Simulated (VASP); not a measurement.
# C (Fd-3m) in VASP: a series of runs

Runs on C. Level: LDA. Tasks: single point.

Program: VASP 6.6.1. These are calculated values, not measurements. Logs are shortened: lines on timing, memory, paths and dates and some standing lists are left out, and cuts for length are marked.

## Step 1: The cell of the first run

Symmetry: Fd-3m, No. 227, cubic system. The conventional cell has a = 3.508 Å, b = 3.508 Å, c = 3.508 Å, α = 90.00°, β = 90.00°, γ = 90.00°. Within 2.0 Å of C (site symmetry -43m) lie 4 C at 1.52 Å.

## Step 2: Single point, LDA

The input, INCAR:

```
SYSTEM = C
PREC     = Accurate       ! precision mode
ENCUT    = 1300           ! plane-wave cutoff, eV
EDIFF    = 1E-6           ! SCF threshold, eV
ISMEAR   = 0              ! smearing method
SIGMA    = 0.01           ! smearing width, eV
LREAL    = .False.        ! projectors in reciprocal space
LASPH    = .True.         ! aspherical terms in the spheres
NELM     = 120            ! most SCF steps
ALGO     = Normal         ! electronic algorithm
ISIF     = 2              ! what is computed and relaxed
LWAVE    = .False.        ! write WAVECAR
LCHARG   = .False.        ! write CHGCAR
NBANDS   = 11             ! bands
GGA_COMPAT= .False.
```

The input, KPOINTS:

```
regular mesh
0
Gamma
  12 12 12
  0 0 0
```

The input, POSCAR:

```
C
1.0
    1.7537815652      1.7537815652      0.0000000000
   -1.7537815652      1.7537815652      0.0000000000
    0.0000000000      1.7537815652      1.7537815652
C
2
Direct
    0.5000000000      0.5000000000      0.0000000000
    0.7500000000      0.2500000000      0.5000000000
```

Potentials or basis: VASP PAW LDA potentials, release 64 (C_h).

Launch:

```console
> cat potpaw_LDA.64/C_h/POTCAR > POTCAR
> mpirun -np 1 vasp_std > vasp.out
```

OUTCAR:

```text
SYSTEM = C
   PREC = Accurate
   ENCUT = 1300
   EDIFF = 1E-6
   ISMEAR = 0
   LREAL = .False.
   LASPH = .True.
   NELM = 120
   ISIF = 2

 ion  position               nearest neighbor table
   1  0.500  0.500  0.000-   2 1.52   2 1.52   2 1.52   2 1.52
   2  0.750  0.250  0.500-   1 1.52   1 1.52   1 1.52   1 1.52

  LATTYP: Found a face centered cubic cell.
 ALAT       =     3.5075631304

  Lattice vectors:

 A1 = (   0.0000000000,   1.7537815652,   1.7537815652)
 A2 = (   1.7537815652,   0.0000000000,   1.7537815652)
 A3 = (   1.7537815652,   1.7537815652,   0.0000000000)

Analysis of symmetry for initial positions (statically):
=====================================================================
 Subroutine PRICEL returns:
 Original cell was already a primitive cell.

 Routine SETGRP: Setting up the symmetry group for a
 face centered cubic supercell.

 Subroutine GETGRP returns: Found 48 space group operations
 (whereof 24 operations were pure point group operations)
 out of a pool of 48 trial point group operations.

The static configuration has the point symmetry T_d .
 The point group associated with its full space group is O_h .

Analysis of symmetry for dynamics (positions and initial velocities):
=====================================================================
 Subroutine PRICEL returns:
 Original cell was already a primitive cell.

 Routine SETGRP: Setting up the symmetry group for a
 face centered cubic supercell.

 Subroutine GETGRP returns: Found 48 space group operations
 (whereof 24 operations were pure point group operations)
 out of a pool of 48 trial point group operations.

The dynamic configuration has the point symmetry T_d .
 The point group associated with its full space group is O_h .

 Subroutine INISYM returns: Found 48 space group operations
 (whereof 24 operations are pure point group operations),
 and found     1 'primitive' translations

----------------------------------------------------------------------------------------

                                     Primitive cell

  volume of cell :      10.7884

  direct lattice vectors                    reciprocal lattice vectors
     1.753781565  1.753781565  0.000000000     0.285098219  0.285098219 -0.285098219
    -1.753781565  1.753781565  0.000000000    -0.285098219  0.285098219 -0.285098219
     0.000000000  1.753781565  1.753781565     0.000000000  0.000000000  0.570196437

[... 84 lines left out ...]
   LREAL  =      F    real-space projection
   EDIFFG = 0.1E-04   stopping-criterion for IOM
   NSW    =      0    number of steps for IOM
   IBRION =     -1    ionic relax: 0-MD 1-quasi-New 2-CG
   NFREE  =      0    steps in history (QN), initial steepest desc. (CG)
   ISIF   =      2    stress and relaxation
   ISYM   =      2    0-nonsym 1-usesym 2-fastsym
   POTIM  = 0.5000    time-step for ionic-motion
   TEBEG  =    0.0;   TEEND  =   0.0 temperature during run
   PSTRESS=    0.0 pullay stress
   NELECT =       8.0000    total number of electrons
   NUPDOWN=      -1.0000    fix difference up-down
   EMIN   =  10.00;   EMAX   =-10.00  energy-range for DOS
   EFERMI =   0.00;   METHOD = LEGACY
   ISMEAR =     0;   SIGMA  =   0.01  broadening in eV -4-tet -1-fermi 0-gaus
   EFERMI_NEDOS =   21; number of points for ismear=-14 and -15
   IALGO  =     38    algorithm
   IMIX   =      4    mixing-type and parameters
     AMIX     =   0.40;   BMIX     =  1.00
     AMIX_MAG =   1.60;   BMIX_MAG =  1.00
  volume/ion in A,a.u.               =       5.39        36.40
  Fermi-wavevector in a.u.,A,eV,Ry     =   1.481788  2.800173 29.874242  2.195695
  Thomas-Fermi vector in A             =   2.595655
   LORBIT       =      0    0 simple, 1 ext, 2 COOP (PROOUT), +10 PAW based schemes
   GGA     = CA    functional components
   LHFCALC =     F    Hartree Fock is set to
   AEXX    =    0.0000 exact exchange contribution
   IVDW    =     0    specifies the selected vdW correction
   LEPSILON=     F    determine dielectric tensor
   LRPA    =     F    only Hartree local field effects (RPA)
 non-spin polarized calculation
 Gauss-broadening in eV      SIGMA  =   0.01
  energy-cutoff  :     1300.00
  volume of cell :       10.79
 maximum number of plane-waves:      1174
 NGX is ok and might be reduce to    30
   NGX = 15   NGY = 15   NGZ = 15

 number of electron       8.0000000 magnetization

 Free energy of the ion-electron system (eV)
  ---------------------------------------------------
  ext. energy  EPLUGINS =         0.00000000
  ---------------------------------------------------
  free energy    TOTEN  =       -20.25891455 eV

  energy without entropy =      -20.25891455  energy(sigma->0) =      -20.25891455

 E-fermi :  11.7165     XC(G=0): -13.9005

 val. band max:       11.6729215876   @ k =   0.0000   0.0000   0.0000
 cond. band min:      15.9242100803   @ k =  -0.3333   0.3333   0.0000
 fundamental gap:      4.2512884926
 Fermi energy:        11.7165346308

 k-point     1 :       0.0000    0.0000    0.0000
  band No.  band energies     occupation
      1     -10.3275      2.00000
      2      11.6729      2.00000
      3      11.6729      2.00000
      4      11.6729      2.00000
      5      17.3578      0.00000
      6      17.3578      0.00000
      7      17.3578      0.00000
      8      26.3855      0.00000
      9      31.3505      0.00000
     10      38.8603      0.00000
     11      38.8604      0.00000
[... 309 lines left out ...]
 k-point    24 :      -0.4167    0.1667    0.0000
  band No.  band energies     occupation
      1      -5.9994      2.00000
      2       1.6267      2.00000
      3       7.2976      2.00000
      4       7.4235      2.00000
      5      18.4891      0.00000
      6      22.9540      0.00000
      7      23.3854      0.00000
      8      24.6862      0.00000
      9      33.0628      0.00000
     10      34.8605      0.00000
     11      39.6527      0.00000

 [... further k-points ...]
[... 5 lines left out ...]
  --------------------------------------------------------------------------------------
  -------------------------------------------------------------------------------------
  Total        0.7385691      0.7385691      0.7385691      0.0000000      0.0000000     -0.0000000
  in kB      109.6844906    109.6844906    109.6844906      0.0000000      0.0000000     -0.0000000
  external PRESSURE =     109.6844906 kB  Pullay stress =       0.0000000 kB

 VOLUME and BASIS-vectors are now :
 -----------------------------------------------------------------------------
  energy-cutoff  :     1300.00
  volume of cell :       10.79
      direct lattice vectors                 reciprocal lattice vectors
     1.753781565  1.753781565  0.000000000     0.285098219  0.285098219 -0.285098219
    -1.753781565  1.753781565  0.000000000    -0.285098219  0.285098219 -0.285098219
     0.000000000  1.753781565  1.753781565     0.000000000  0.000000000  0.570196437

 POSITION                                       TOTAL-FORCE (eV/Angst)
 -----------------------------------------------------------------------------------
      0.00000      1.75378      0.00000        -0.000000      0.000000      0.000000
      0.87689      2.63067      0.87689         0.000000     -0.000000      0.000000
 -----------------------------------------------------------------------------------
    total drift:                               -0.000000      0.000000     -0.000000

  FREE ENERGIE OF THE ION-ELECTRON SYSTEM (eV)
  ---------------------------------------------------
  free  energy   TOTEN  =       -20.2589145486 eV

  energy  without entropy=      -20.2589145486  energy(sigma->0) =      -20.25891455
```

OSZICAR:

```text
N       E                     dE             d eps       ncg     rms          rms(c)
DAV:   1     0.201954419773E+02    0.20195E+02   -0.82522E+03  1584   0.148E+03
DAV:   2    -0.198113300244E+02   -0.40007E+02   -0.38179E+02  2196   0.204E+02
DAV:   3    -0.211315614108E+02   -0.13202E+01   -0.13167E+01  1920   0.308E+01
DAV:   4    -0.211350878387E+02   -0.35264E-02   -0.35262E-02  1732   0.179E+00
DAV:   5    -0.211350921792E+02   -0.43406E-05   -0.43406E-05  1820   0.644E-02    0.522E+00
DAV:   6    -0.204875577429E+02    0.64753E+00   -0.34383E-01  1673   0.415E+00    0.278E+00
DAV:   7    -0.202589889905E+02    0.22857E+00   -0.41169E-01  1784   0.450E+00    0.362E-01
DAV:   8    -0.202589286457E+02    0.60345E-04   -0.92586E-03  1698   0.929E-01    0.308E-02
DAV:   9    -0.202589134225E+02    0.15223E-04   -0.44159E-05  1791   0.562E-02    0.146E-02
DAV:  10    -0.202589146340E+02   -0.12115E-05   -0.35463E-06  1806   0.176E-02    0.318E-03
DAV:  11    -0.202589145486E+02    0.85415E-07   -0.18251E-07   908   0.425E-03
   1 F= -.20258915E+02 E0= -.20258915E+02  d E =-.537385E-13
```

stdout:

```text
POSCAR found type information on POSCAR C
 POSCAR found :  1 types and       2 ions
 scaLAPACK will be used
 LDA part: xc-table for (Slater(with rela. corr.)+CA(PZ))
 , standard interpolation
 POSCAR, INCAR and KPOINTS ok, starting setup
 FFT: planning ... GRIDC
 FFT: planning ... GRID_SOFT
 FFT: planning ... GRID
 WAVECAR not read
 entering main loop
```

Run time: 18 s. Hardware: 1 thread of Intel Xeon Platinum 8488C (Sapphire Rapids), shared host; peak memory 0.15 GiB.

What came out:

- Free energy: -20.2589 eV
- Pressure: 11.0 GPa
- Band gap on the k mesh: 4.25 eV (least direct gap 5.68 eV)

Caveat: the cell stands under pressure.

## Step 3: Single point, LDA

This run uses another cell than the first one, of 5.34 Å³/atom.

The input, INCAR:

```
ALGO = Normal ; EDIFF = 1E-6
ENCUT = 1300 ; GGA = CA
GGA_COMPAT = F ; ISIF = 2
ISMEAR = 0 ; LASPH = T
LCHARG = F ; LREAL = F
LWAVE = F ; NBANDS = 11
NELM = 120 ; PREC = Accurate
SIGMA = 0.01
```

The input, KPOINTS:

```
k-points
0
Gamma
  12 12 12
```

The input, POSCAR:

```
C
1.0
    1.7480831990      1.7480831990      0.0000000000
   -1.7480831990      1.7480831990      0.0000000000
    0.0000000000      1.7480831990      1.7480831990
C
2
Direct
    0.5000000000      0.5000000000      0.0000000000
    0.7500000000      0.2500000000      0.5000000000
```

Potentials or basis: VASP PAW LDA potentials, release 64 (C_h).

Launch:

```console
> cat potpaw_LDA.64/C_h/POTCAR > POTCAR
> mpirun -np 1 vasp_std > vasp.out
```

It took 14 s on 1 thread of Intel Xeon Platinum 8559C (Emerald Rapids), shared host; peak memory 0.15 GiB.

The run converged. Its results:

```
Free energy            : -20.2499 eV
Pressure               : 16.0 GPa
Band gap on the k mesh : 4.28 eV (least direct gap 5.71 eV)
```

Levels at points of the mesh, in eV from the valence-band top:
| k point | band 1 | band 2 | band 3 | band 4 | band 5 | band 6 | band 7 | band 8 |
| --- | --- | --- | --- | --- | --- | --- | --- | --- |
| (0.00, 0.00, 0.00) | -22.14 | 0.00 | 0.00 | 0.00 | 5.71 | 5.71 | 5.71 | 14.94 |
| (0.50, 0.00, 0.00) | -15.94 | -14.04 | -2.95 | -2.95 | 8.64 | 8.64 | 9.85 | 15.95 |
| (0.50, 0.50, 0.00) | -13.04 | -13.04 | -6.66 | -6.66 | 4.84 | 4.84 | 17.55 | 17.55 |

Caveat: the cell stands under pressure. A k mesh can miss the band edges.

## Step 4: Single point, LDA

This run uses another cell than the first one, of 5.53 Å³/atom.

The input, INCAR:

```
SYSTEM = C
  ALGO = Normal
  EDIFF = 1E-6
  ENCUT = 1300
  GGA_COMPAT = .False.
  ISIF = 2
  ISMEAR = 0
  LASPH = .True.
  LCHARG = .False.
  LREAL = .False.
  LWAVE = .False.
  NBANDS = 11
  NELM = 120
  PREC = Accurate
  SIGMA = 0.01
```

The input, KPOINTS:

```
k-points
0
Gamma
  12 12 12
  0 0 0
```

The input, POSCAR:

```
C
1.0
    1.7683944308      1.7683944308      0.0000000000
   -1.7683944308      1.7683944308      0.0000000000
    0.0000000000      1.7683944308      1.7683944308
C
2
Direct
    0.5000000000      0.5000000000      0.0000000000
    0.7500000000      0.2500000000      0.5000000000
```

Potentials or basis: VASP PAW LDA potentials, release 64 (C_h).

Launch:

```console
> cat potpaw_LDA.64/C_h/POTCAR > POTCAR
> mpirun -np 1 vasp_std > vasp.out
```

OUTCAR:

```text
SYSTEM = C
   EDIFF = 1E-6
   ENCUT = 1300
   ISIF = 2
   ISMEAR = 0
   LASPH = .True.
   LREAL = .False.
   NELM = 120
   PREC = Accurate

 ion  position               nearest neighbor table
   1  0.500  0.500  0.000-
   2  0.750  0.250  0.500-

  LATTYP: Found a face centered cubic cell.
 ALAT       =     3.5367888616

  Lattice vectors:

 A1 = (   0.0000000000,   1.7683944308,   1.7683944308)
 A2 = (   1.7683944308,   0.0000000000,   1.7683944308)
 A3 = (   1.7683944308,   1.7683944308,   0.0000000000)

Analysis of symmetry for initial positions (statically):
=====================================================================
 Subroutine PRICEL returns:
 Original cell was already a primitive cell.

 Routine SETGRP: Setting up the symmetry group for a
 face centered cubic supercell.

 Subroutine GETGRP returns: Found 48 space group operations
 (whereof 24 operations were pure point group operations)
 out of a pool of 48 trial point group operations.

The static configuration has the point symmetry T_d .
 The point group associated with its full space group is O_h .

Analysis of symmetry for dynamics (positions and initial velocities):
=====================================================================
 Subroutine PRICEL returns:
 Original cell was already a primitive cell.

 Routine SETGRP: Setting up the symmetry group for a
 face centered cubic supercell.

 Subroutine GETGRP returns: Found 48 space group operations
 (whereof 24 operations were pure point group operations)
 out of a pool of 48 trial point group operations.

The dynamic configuration has the point symmetry T_d .
 The point group associated with its full space group is O_h .

 Subroutine INISYM returns: Found 48 space group operations
 (whereof 24 operations are pure point group operations),
 and found     1 'primitive' translations

----------------------------------------------------------------------------------------

                                     Primitive cell
[... 114 lines left out ...]
  Thomas-Fermi vector in A             =   2.584908
   LORBIT       =      0    0 simple, 1 ext, 2 COOP (PROOUT), +10 PAW based schemes
   GGA     = CA    functional components
   LHFCALC =     F    Hartree Fock is set to
   AEXX    =    0.0000 exact exchange contribution
   IVDW    =     0    specifies the selected vdW correction
   LEPSILON=     F    determine dielectric tensor
   LRPA    =     F    only Hartree local field effects (RPA)
 non-spin polarized calculation
 Gauss-broadening in eV      SIGMA  =   0.01
  energy-cutoff  :     1300.00
  volume of cell :       11.06
 maximum number of plane-waves:      1243
 NGX is ok and might be reduce to    30
   NGX = 15   NGY = 15   NGZ = 15

 number of electron       8.0000000 magnetization

 Free energy of the ion-electron system (eV)
  ---------------------------------------------------
  ext. energy  EPLUGINS =         0.00000000
  ---------------------------------------------------
  free energy    TOTEN  =       -20.26752261 eV

  energy without entropy =      -20.26752261  energy(sigma->0) =      -20.26752261

 E-fermi :  11.3362     XC(G=0): -13.7758

 val. band max:       11.2683664492   @ k =   0.0000   0.0000   0.0000
 cond. band min:      15.4567698961   @ k =  -0.3333   0.3333   0.0000
 fundamental gap:      4.1884034469
 Fermi energy:        11.3362392307

 k-point     1 :       0.0000    0.0000    0.0000
  band No.  band energies     occupation
      1     -10.3911      2.00000
      2      11.2684      2.00000
      3      11.2684      2.00000
      4      11.2684      2.00000
      5      16.8830      0.00000
      6      16.8830      0.00000
      7      16.8830      0.00000
      8      25.3995      0.00000
      9      30.6093      0.00000
     10      38.1723      0.00000
     11      38.1723      0.00000
[... 309 lines left out ...]
 k-point    24 :      -0.4167    0.1667    0.0000
  band No.  band energies     occupation
      1      -6.1394      2.00000
      2       1.3964      2.00000
      3       6.9680      2.00000
      4       7.1208      2.00000
      5      17.9906      0.00000
      6      22.3580      0.00000
      7      22.6951      0.00000
      8      24.0482      0.00000
      9      32.3307      0.00000
     10      33.9849      0.00000
     11      38.8876      0.00000

 [... further k-points ...]
[... 5 lines left out ...]
  --------------------------------------------------------------------------------------
  -------------------------------------------------------------------------------------
  Total       -0.0747006     -0.0747006     -0.0747006     -0.0000000     -0.0000000     -0.0000000
  in kB      -10.8210030    -10.8210030    -10.8210030     -0.0000000     -0.0000000     -0.0000000
  external PRESSURE =     -10.8210030 kB  Pullay stress =       0.0000000 kB

 VOLUME and BASIS-vectors are now :
 -----------------------------------------------------------------------------
  energy-cutoff  :     1300.00
  volume of cell :       11.06
      direct lattice vectors                 reciprocal lattice vectors
     1.768394431  1.768394431  0.000000000     0.282742352  0.282742352 -0.282742352
    -1.768394431  1.768394431  0.000000000    -0.282742352  0.282742352 -0.282742352
     0.000000000  1.768394431  1.768394431     0.000000000  0.000000000  0.565484703

 POSITION                                       TOTAL-FORCE (eV/Angst)
 -----------------------------------------------------------------------------------
      0.00000      1.76839      0.00000        -0.000000      0.000000      0.000000
      0.88420      2.65259      0.88420         0.000000     -0.000000      0.000000
 -----------------------------------------------------------------------------------
    total drift:                               -0.000000      0.000000     -0.000000

  FREE ENERGIE OF THE ION-ELECTRON SYSTEM (eV)
  ---------------------------------------------------
  free  energy   TOTEN  =       -20.2675226143 eV

  energy  without entropy=      -20.2675226143  energy(sigma->0) =      -20.26752261
```

stdout:

```text
POSCAR found type information on POSCAR C
 POSCAR found :  1 types and       2 ions
 scaLAPACK will be used
 LDA part: xc-table for (Slater(with rela. corr.)+CA(PZ))
 , standard interpolation
 POSCAR, INCAR and KPOINTS ok, starting setup
 FFT: planning ... GRIDC
 FFT: planning ... GRID_SOFT
 FFT: planning ... GRID
 WAVECAR not read
 entering main loop
```

Run time: 35 s. Hardware: 1 thread of Intel Xeon Platinum 8175M at 2.50GHz (Skylake/Cascade Lake), shared host; peak memory 0.15 GiB.

What came out:

```
Free energy            : -20.2675 eV
Pressure               : -1.1 GPa
Band gap on the k mesh : 4.19 eV (least direct gap 5.61 eV)
```

Levels at points of the mesh, in eV from the valence-band top:
| k point | band 2 | band 3 | band 4 | band 5 | band 6 | band 7 |
| --- | --- | --- | --- | --- | --- | --- |
| (0.00, 0.00, 0.00) | 0.00 | 0.00 | 0.00 | 5.61 | 5.61 | 5.61 |
| (0.50, 0.00, 0.00) | -13.64 | -2.86 | -2.86 | 8.49 | 8.49 | 9.36 |
| (0.50, 0.50, 0.00) | -12.79 | -6.45 | -6.45 | 4.77 | 4.77 | 17.01 |

A k mesh can miss the band edges.

[end of part 1 of 2]
